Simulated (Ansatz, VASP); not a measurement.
One calculation of TiB2, two programs

```
CELL_PARAMETERS angstrom
2.99392 0.00000 0.00000
-1.49696 2.59281 0.00000
0.00000 0.00000 3.15950
ATOMIC_POSITIONS crystal
Ti 0.00000 0.00000 0.00000
B 0.33333 0.66667 0.50000
B 0.66667 0.33333 0.50000
```

Alike in both runs: task relaxation of cell and atoms; functional LDA; k mesh 18 × 18 × 12; occupations fermi-dirac, width 0.15 eV; no spin polarisation.

|  | VASP | Ansatz |
| --- | --- | --- |
| version | VASP 6.6.1 | Ansatz 0.2.0 |
| potentials or method | VASP PAW LDA potentials, release 64 (Ti_sv, B), cutoff 600 eV | scalar-relativistic, plane waves, PAW |
| valence electrons in the cell | 18 | 18 |

```tsv
	VASP	Ansatz	Ansatz less VASP
gap on the k mesh at the Fermi level, each at its own relaxed structure (eV)	none	none	-
relaxed volume (Å³/atom)	8.19	8.18	-0.015
relaxed cell length with the largest relative difference (Å)	3.162	3.160	-0.0022
```

Ansatz warns that its potentials were made for another functional, while VASP's fit it. LDA's correlation is that of Perdew and Zunger in VASP and of Perdew and Wang (1992) in Ansatz. A gap of «none» marks a metal or a gap that the smearing closes.
